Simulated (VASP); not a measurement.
# Zn2S (Fm-3m) in VASP: notebook, part 2 of 3

VASP 6.6.1. Earlier steps stand in the parts before.

## (3) Single point, PBE

This run uses another cell than the first one, of 19.73 Å³/atom.

INCAR

```
PREC     = Accurate       # precision mode
ENCUT    = 520            # plane-wave cutoff, eV
EDIFF    = 1E-7           # SCF threshold, eV
ISMEAR   = 0              # smearing method
SIGMA    = 0.1            # smearing width, eV
LREAL    = F              # projectors in reciprocal space
LASPH    = T              # aspherical terms in the spheres
NELM     = 100            # most SCF steps
ALGO     = Normal         # electronic algorithm
ISIF     = 2              # what is computed and relaxed
LWAVE    = F              # write WAVECAR
LCHARG   = F              # write CHGCAR
GGA      = PE             # functional
NBANDS   = 22             # bands
```

KPOINTS

```
Automatic mesh
0
Gamma
  6 6 6
```

POSCAR

```
Zn2S
1.0
    0.0000000000      3.0932764140      3.0932764140
    3.0932764140      0.0000000000      3.0932764140
    3.0932764140      3.0932764140      0.0000000000
Zn S
2 1
Direct
    0.2500000000      0.2500000000      0.2500000000
    0.7500000000      0.7500000000      0.7500000000
    0.5000000000      0.5000000000      0.5000000000
```

Potentials or basis: VASP PAW PBE potentials, release 64 (Zn, S).

The run is started by

```
$ cat potpaw_PBE.64/Zn/POTCAR potpaw_PBE.64/S/POTCAR > POTCAR
$ mpirun -np 1 vasp_std > vasp.out
```

OUTCAR:

```text
PREC = Accurate
   ENCUT = 520
   EDIFF = 1E-7
   ISMEAR = 0
   LREAL = F
   LASPH = T
   NELM = 100
   ISIF = 2
   GGA = PE

 ion  position               nearest neighbor table
   1  0.250  0.250  0.250-   3 2.68   3 2.68   3 2.68   3 2.68
   2  0.750  0.750  0.750-   3 2.68   3 2.68   3 2.68   3 2.68
   3  0.500  0.500  0.500-   1 2.68   1 2.68   1 2.68   1 2.68   2 2.68   2 2.68   2 2.68   2 2.68

  LATTYP: Found a face centered cubic cell.
 ALAT       =     6.1865528280

  Lattice vectors:

 A1 = (   0.0000000000,   3.0932764140,   3.0932764140)
 A2 = (   3.0932764140,   0.0000000000,   3.0932764140)
 A3 = (   3.0932764140,   3.0932764140,   0.0000000000)

Analysis of symmetry for initial positions (statically):
=====================================================================
 Subroutine PRICEL returns:
 Original cell was already a primitive cell.

 Routine SETGRP: Setting up the symmetry group for a
 face centered cubic supercell.

 Subroutine GETGRP returns: Found 48 space group operations
 (whereof 48 operations were pure point group operations)
 out of a pool of 48 trial point group operations.

The static configuration has the point symmetry O_h .

Analysis of symmetry for dynamics (positions and initial velocities):
=====================================================================
 Subroutine PRICEL returns:
 Original cell was already a primitive cell.

 Routine SETGRP: Setting up the symmetry group for a
 face centered cubic supercell.

 Subroutine GETGRP returns: Found 48 space group operations
 (whereof 48 operations were pure point group operations)
 out of a pool of 48 trial point group operations.

The dynamic configuration has the point symmetry O_h .

[... 104 lines left out ...]
   EMIN   =  10.00;   EMAX   =-10.00  energy-range for DOS
   EFERMI =   0.00;   METHOD = LEGACY
   ISMEAR =     0;   SIGMA  =   0.10  broadening in eV -4-tet -1-fermi 0-gaus
   EFERMI_NEDOS =   21; number of points for ismear=-14 and -15
   IALGO  =     38    algorithm
   IMIX   =      4    mixing-type and parameters
     AMIX     =   0.40;   BMIX     =  1.00
     AMIX_MAG =   1.60;   BMIX_MAG =  1.00
  volume/ion in A,a.u.               =      19.73       133.16
  Fermi-wavevector in a.u.,A,eV,Ry     =   1.305228  2.466524 23.179174  1.703621
  Thomas-Fermi vector in A             =   2.436111
   LORBIT       =      0    0 simple, 1 ext, 2 COOP (PROOUT), +10 PAW based schemes
   GGA     = PE    functional components
   LHFCALC =     F    Hartree Fock is set to
   AEXX    =    0.0000 exact exchange contribution
   IVDW    =     0    specifies the selected vdW correction
   LEPSILON=     F    determine dielectric tensor
   LRPA    =     F    only Hartree local field effects (RPA)
 non-spin polarized calculation
 Gauss-broadening in eV      SIGMA  =   0.10
  energy-cutoff  :      520.00
  volume of cell :       59.20
 maximum number of plane-waves:      1639
 NGX is ok and might be reduce to    36
   NGX = 17   NGY = 17   NGZ = 17

 number of electron      30.0000026 magnetization

 Free energy of the ion-electron system (eV)
  ---------------------------------------------------
  ext. energy  EPLUGINS =         0.00000000
  ---------------------------------------------------
  free energy    TOTEN  =        -5.83488467 eV

  energy without entropy =       -5.81869997  energy(sigma->0) =       -5.82679232

 E-fermi :   3.4299     XC(G=0):  -9.9440

 val. band max:        3.3804281692   @ k =  -0.3333   0.3333   0.1667
 cond. band min:       3.4384679065   @ k =   0.5000   0.3333   0.1667
 fundamental gap:      0.0580397373
 Fermi energy:         3.4298912608

 k-point     1 :       0.0000    0.0000    0.0000
  band No.  band energies     occupation
      1     -11.1823      2.00000
      2      -4.5090      2.00000
      3      -4.5090      2.00000
      4      -4.5090      2.00000
      5      -4.3082      2.00000
      6      -4.3082      2.00000
[... 389 lines left out ...]
     21      11.3510      0.00000
     22      12.7345      0.00000

------------------------ aborting loop because EDIFF is reached ----------------------------------------

  FORCE on cell =-STRESS in cart. coord.  units (eV):
  Direction    XX          YY          ZZ          XY          YZ          ZX
  --------------------------------------------------------------------------------------
  -------------------------------------------------------------------------------------
  Total        0.1002054      0.1002054      0.1002054      0.0000000      0.0000000     -0.0000000
  in kB        2.7121623      2.7121623      2.7121623      0.0000000      0.0000000     -0.0000000
  external PRESSURE =       2.7121623 kB  Pullay stress =       0.0000000 kB

 VOLUME and BASIS-vectors are now :
 -----------------------------------------------------------------------------
  energy-cutoff  :      520.00
  volume of cell :       59.20
      direct lattice vectors                 reciprocal lattice vectors
     0.000000000  3.093276414  3.093276414    -0.161640905  0.161640905  0.161640905
     3.093276414  0.000000000  3.093276414     0.161640905 -0.161640905  0.161640905
     3.093276414  3.093276414  0.000000000     0.161640905  0.161640905 -0.161640905

 POSITION                                       TOTAL-FORCE (eV/Angst)
 -----------------------------------------------------------------------------------
      1.54664      1.54664      1.54664         0.000000      0.000000      0.000000
      4.63991      4.63991      4.63991        -0.000000     -0.000000     -0.000000
      3.09328      3.09328      3.09328         0.000000     -0.000000      0.000000
 -----------------------------------------------------------------------------------
    total drift:                                0.000000      0.000000      0.000000

  FREE ENERGIE OF THE ION-ELECTRON SYSTEM (eV)
  ---------------------------------------------------
  free  energy   TOTEN  =        -5.8348846715 eV

  energy  without entropy=       -5.8186999681  energy(sigma->0) =       -5.82679232
```

OSZICAR:

```text
N       E                     dE             d eps       ncg     rms          rms(c)
DAV:   1     0.171517682030E+03    0.17152E+03   -0.14683E+04   712   0.176E+03
DAV:   2     0.705184917082E+01   -0.16447E+03   -0.15709E+03   722   0.330E+02
DAV:   3    -0.597212498290E+01   -0.13024E+02   -0.12847E+02   836   0.929E+01
DAV:   4    -0.621079085984E+01   -0.23867E+00   -0.23845E+00   782   0.126E+01
DAV:   5    -0.621404366285E+01   -0.32528E-02   -0.32526E-02   862   0.137E+00    0.133E+01
DAV:   6    -0.583873355339E+01    0.37531E+00   -0.10685E+00   984   0.216E+01    0.729E+00
DAV:   7    -0.583849196697E+01    0.24159E-03   -0.24614E-01   812   0.518E+00    0.223E+00
DAV:   8    -0.583484267902E+01    0.36493E-02   -0.12938E-02   936   0.129E+00    0.507E-01
DAV:   9    -0.583480445987E+01    0.38219E-04   -0.12097E-03   800   0.255E-01    0.985E-02
DAV:  10    -0.583485790703E+01   -0.53447E-04   -0.70094E-05   950   0.737E-02    0.503E-02
DAV:  11    -0.583488340511E+01   -0.25498E-04   -0.41659E-05   794   0.418E-02    0.682E-03
DAV:  12    -0.583488422474E+01   -0.81962E-06   -0.15315E-06   848   0.877E-03    0.380E-03
DAV:  13    -0.583488463136E+01   -0.40662E-06   -0.12326E-06   788   0.598E-03    0.126E-03
DAV:  14    -0.583488467145E+01   -0.40091E-07   -0.10435E-08   562   0.144E-03
   1 F= -.58348847E+01 E0= -.58267923E+01  d E =-.161847E-01
```

Run time: 14 s. Hardware: 1 thread of Intel Xeon 6975P-C (Granite Rapids), shared host; peak memory 0.19 GiB.

What came out:

- Free energy: -5.8349 eV
- Pressure: 0.3 GPa
- Band gap on the k mesh: zero (bands 15 and 16 overlap by 0.42 eV)

Caveat: semilocal functionals underestimate gaps, so a narrow gap can read as zero.

## (4) Relaxation of cell and atoms, PBE

INCAR

```
ALGO = Normal
EDIFF = 1E-7
EDIFFG = -0.04
ENCUT = 600
GGA = PE
IBRION = 2
ISIF = 3
ISMEAR = 0
LASPH = T
LCHARG = F
LREAL = F
LWAVE = F
NELM = 80
NSW = 90
PREC = Accurate
SIGMA = 0.1
```

KPOINTS

```
k-points
0
Gamma
  6 6 6
```

POSCAR

```
Zn2S
1.0
    0.0000000000      3.0143095500      3.0143095500
    3.0143095500      0.0000000000      3.0143095500
    3.0143095500      3.0143095500      0.0000000000
Zn S
2 1
Direct
    0.2500000000      0.2500000000      0.2500000000
    0.7500000000      0.7500000000      0.7500000000
    0.5000000000      0.5000000000      0.5000000000
```

Potentials or basis: VASP PAW PBE potentials, release 64 (Zn, S).

The run is started by

```
$ cat potpaw_PBE.64/Zn/POTCAR potpaw_PBE.64/S/POTCAR > POTCAR
$ mpirun -np 1 vasp_std > vasp.out
```

OUTCAR:

```text
EDIFF = 1E-7
   EDIFFG = -0.04
   ENCUT = 600
   GGA = PE
   IBRION = 2
   ISIF = 3
   ISMEAR = 0
   LASPH = T
   LREAL = F
   NELM = 80
   NSW = 90
   PREC = Accurate

 ion  position               nearest neighbor table
   1  0.250  0.250  0.250-   3 2.61   3 2.61   3 2.61   3 2.61   2 3.01   2 3.01   2 3.01   2 3.01
                             2 3.01   2 3.01
   2  0.750  0.750  0.750-   3 2.61   3 2.61   3 2.61   3 2.61   1 3.01   1 3.01   1 3.01   1 3.01
                             1 3.01   1 3.01
   3  0.500  0.500  0.500-   1 2.61   1 2.61   1 2.61   1 2.61   2 2.61   2 2.61   2 2.61   2 2.61

  LATTYP: Found a face centered cubic cell.
 ALAT       =     6.0286191000

  Lattice vectors:

 A1 = (   0.0000000000,   3.0143095500,   3.0143095500)
 A2 = (   3.0143095500,   0.0000000000,   3.0143095500)
 A3 = (   3.0143095500,   3.0143095500,   0.0000000000)

Analysis of symmetry for initial positions (statically):
=====================================================================
 Subroutine PRICEL returns:
 Original cell was already a primitive cell.

 Routine SETGRP: Setting up the symmetry group for a
 face centered cubic supercell.

 Subroutine GETGRP returns: Found 48 space group operations
 (whereof 48 operations were pure point group operations)
 out of a pool of 48 trial point group operations.

The static configuration has the point symmetry O_h .

Analysis of symmetry for dynamics (positions and initial velocities):
=====================================================================
 Subroutine PRICEL returns:
 Original cell was already a primitive cell.

 Routine SETGRP: Setting up the symmetry group for a
 face centered cubic supercell.

 Subroutine GETGRP returns: Found 48 space group operations
 (whereof 48 operations were pure point group operations)
 out of a pool of 48 trial point group operations.

The dynamic configuration has the point symmetry O_h .

 Subroutine INISYM returns: Found 48 space group operations
 (whereof 48 operations are pure point group operations),
 and found     1 'primitive' translations

----------------------------------------------------------------------------------------

                                     Primitive cell

  volume of cell :      54.7764

  direct lattice vectors                    reciprocal lattice vectors
     0.000000000  3.014309550  3.014309550    -0.165875466  0.165875466  0.165875466
     3.014309550  0.000000000  3.014309550     0.165875466 -0.165875466  0.165875466
     3.014309550  3.014309550  0.000000000     0.165875466  0.165875466 -0.165875466

  length of vectors
     4.262877447  4.262877447  4.262877447     0.287304734  0.287304734  0.287304734

  position of ions in fractional coordinates (direct lattice)
     0.250000000  0.250000000  0.250000000
     0.750000000  0.750000000  0.750000000
     0.500000000  0.500000000  0.500000000

  ion indices of the primitive-cell ions
   primitive index   ion index
                 1           1
                 2           2
[... 112 lines left out ...]
  free energy    TOTEN  =        -5.76986201 eV

  energy without entropy =       -5.75478252  energy(sigma->0) =       -5.76232226

 E-fermi :   4.1676     XC(G=0): -10.3168

 val. band max:        4.1198481602   @ k =  -0.3333   0.3333   0.1667
 cond. band min:       4.1715516827   @ k =   0.5000   0.3333   0.1667
 fundamental gap:      0.0517035225
 Fermi energy:         4.1676406016

 k-point     1 :       0.0000    0.0000    0.0000
  band No.  band energies     occupation
      1     -11.0430      2.00000
      2      -4.1505      2.00000
      3      -4.1505      2.00000
      4      -4.1505      2.00000
      5      -3.8811      2.00000
      6      -3.8811      2.00000
[... 329 lines left out ...]
      6      -3.6373      2.00000
[... 11 lines left out ...]
     18       7.5080      0.00000
     19      10.1366      0.00000

------------------------ aborting loop because EDIFF is reached ----------------------------------------

  FORCE on cell =-STRESS in cart. coord.  units (eV):
  Direction    XX          YY          ZZ          XY          YZ          ZX
  --------------------------------------------------------------------------------------
  -------------------------------------------------------------------------------------
  Total        1.6018471      1.6018471      1.6018471      0.0000000      0.0000000      0.0000000
  in kB       46.8530740     46.8530740     46.8530740      0.0000000      0.0000000      0.0000000
  external PRESSURE =      46.8530740 kB  Pullay stress =       0.0000000 kB

 VOLUME and BASIS-vectors are now :
 -----------------------------------------------------------------------------
  energy-cutoff  :      600.00
  volume of cell :       54.78
      direct lattice vectors                 reciprocal lattice vectors
     0.000000000  3.014309550  3.014309550    -0.165875466  0.165875466  0.165875466
     3.014309550  0.000000000  3.014309550     0.165875466 -0.165875466  0.165875466
     3.014309550  3.014309550  0.000000000     0.165875466  0.165875466 -0.165875466

 POSITION                                       TOTAL-FORCE (eV/Angst)
 -----------------------------------------------------------------------------------
      1.50715      1.50715      1.50715         0.000000      0.000000      0.000000
      4.52146      4.52146      4.52146        -0.000000     -0.000000     -0.000000
      3.01431      3.01431      3.01431        -0.000000     -0.000000     -0.000000
 -----------------------------------------------------------------------------------
    total drift:                                0.000000      0.000000      0.000000

  FREE ENERGIE OF THE ION-ELECTRON SYSTEM (eV)
  ---------------------------------------------------
  free  energy   TOTEN  =        -5.7698620111 eV

  energy  without entropy=       -5.7547825155  energy(sigma->0) =       -5.76232226

--------------------------------------- Ionic step        2  -------------------------------------------

 number of electron      30.0000027 magnetization

 Free energy of the ion-electron system (eV)
  ---------------------------------------------------
  ext. energy  EPLUGINS =         0.00000000
  ---------------------------------------------------
  free energy    TOTEN  =        -5.83347961 eV

  energy without entropy =       -5.81732118  energy(sigma->0) =       -5.82540040

 E-fermi :   3.4416     XC(G=0):  -9.9500

 val. band max:        3.3921312584   @ k =  -0.3333   0.3333   0.1667
 cond. band min:       3.4500976514   @ k =   0.5000   0.3333   0.1667
 fundamental gap:      0.0579663930
 Fermi energy:         3.4415615178

 k-point     1 :       0.0000    0.0000    0.0000
  band No.  band energies     occupation
      1     -11.1800      2.00000
      2      -4.5035      2.00000
      3      -4.5035      2.00000
      4      -4.5035      2.00000
      5      -4.3017      2.00000
      6      -4.3017      2.00000
[... 329 lines left out ...]
      6      -4.0844      2.00000
[... 11 lines left out ...]
     18       6.7556      0.00000
     19       9.1858      0.00000

------------------------ aborting loop because EDIFF is reached ----------------------------------------

  FORCE on cell =-STRESS in cart. coord.  units (eV):
  Direction    XX          YY          ZZ          XY          YZ          ZX
  --------------------------------------------------------------------------------------
  -------------------------------------------------------------------------------------
  Total        0.1188227      0.1188227      0.1188227     -0.0000000     -0.0000000      0.0000000
  in kB        3.2201818      3.2201818      3.2201818     -0.0000000     -0.0000000      0.0000000
  external PRESSURE =       3.2201818 kB  Pullay stress =       0.0000000 kB

 VOLUME and BASIS-vectors are now :
 -----------------------------------------------------------------------------
  energy-cutoff  :      600.00
  volume of cell :       59.12
      direct lattice vectors                 reciprocal lattice vectors
    -0.000000000  3.091955506  3.091955506    -0.161709960  0.161709960  0.161709960
     3.091955506  0.000000000  3.091955506     0.161709960 -0.161709960  0.161709960
     3.091955506  3.091955506  0.000000000     0.161709960  0.161709960 -0.161709960

 POSITION                                       TOTAL-FORCE (eV/Angst)
 -----------------------------------------------------------------------------------
      1.54598      1.54598      1.54598         0.000000      0.000000      0.000000
      4.63793      4.63793      4.63793         0.000000     -0.000000     -0.000000
      3.09196      3.09196      3.09196        -0.000000      0.000000     -0.000000
 -----------------------------------------------------------------------------------
    total drift:                                0.000000      0.000000      0.000000

  FREE ENERGIE OF THE ION-ELECTRON SYSTEM (eV)
  ---------------------------------------------------
  free  energy   TOTEN  =        -5.8334796132 eV

  energy  without entropy=       -5.8173211805  energy(sigma->0) =       -5.82540040

 reached required accuracy - stopping structural energy minimisation
```

OSZICAR:

```text
N       E                     dE             d eps       ncg     rms          rms(c)
DAV:   1     0.174669684108E+03    0.17467E+03   -0.16606E+04   608   0.231E+03
DAV:   2     0.729931869152E+01   -0.16737E+03   -0.16264E+03   611   0.370E+02
DAV:   3    -0.578575265252E+01   -0.13085E+02   -0.12818E+02   694   0.105E+02
[... 20 lines left out ...]
DAV:   8    -0.583348001388E+01    0.58596E-05   -0.69753E-05   635   0.170E-01    0.863E-03
DAV:   9    -0.583347982655E+01    0.18733E-06   -0.28313E-06   649   0.154E-02    0.619E-03
DAV:  10    -0.583347912635E+01    0.70020E-06   -0.24482E-06   622   0.126E-02    0.988E-03
DAV:  11    -0.583347958523E+01   -0.45888E-06   -0.37629E-07   600   0.531E-03    0.256E-03
DAV:  12    -0.583347961324E+01   -0.28014E-07   -0.34329E-08   313   0.252E-03
   2 F= -.58334796E+01 E0= -.58254004E+01  d E =-.636176E-01
```

CONTCAR:

```text
Zn2S
   1.00000000000000
    -0.0000000000000000    3.0919555055638059    3.0919555055638059
     3.0919555055638059    0.0000000000000000    3.0919555055638059
     3.0919555055638059    3.0919555055638059    0.0000000000000000
  Zn              S
     2     1
Direct
     0.2500000000000000    0.2500000000000000    0.2500000000000000
     0.7500000000000000    0.7500000000000000    0.7500000000000000
     0.5000000000000000    0.5000000000000000    0.5000000000000000

  0.00000000E+00  0.00000000E+00  0.00000000E+00
  0.00000000E+00  0.00000000E+00  0.00000000E+00
  0.00000000E+00  0.00000000E+00  0.00000000E+00
```

It took 22 s on 1 thread of Intel Xeon 6975P-C (Granite Rapids), shared host; peak memory 0.21 GiB.

Results:

| Item | Value |
| --- | --- |
| Free energy | -5.8335 eV |
| Relaxed volume | 19.71 Å³/atom |
| Relaxed cell | a = 4.373 Å, b = 4.373 Å, c = 4.373 Å, α = 60.00°, β = 60.00°, γ = 60.00° |
| Space group after relaxing (to 0.1 Å) | Fm-3m (No. 225) |
| Energy gained by relaxing | 21.2 meV/atom |
| Ionic steps | 2 |
| Pressure after relaxing | 0.3 GPa |
| Band gap on the k mesh | zero (bands 15 and 16 overlap by 0.42 eV) |

The path:
| step | energy change (eV) | largest force (eV/Å) | pressure (GPa) | volume (Å³) |
| --- | --- | --- | --- | --- |
| 1 | 0.0000 | 0.0000 | 4.69 | 54.78 |
| 2 | -0.0636 | 0.0000 | 0.32 | 59.12 |

Final structure:
```
Zn S
1.0
     0.00000    3.09196    3.09196
     3.09196    0.00000    3.09196
     3.09196    3.09196    0.00000
Zn S
2 1
Direct
  0.25000 0.25000 0.25000
  0.75000 0.75000 0.75000
  0.50000 0.50000 0.50000
```

Caveat: semilocal functionals underestimate gaps, so a narrow gap can read as zero.

(Continued in part 3 of 3.)
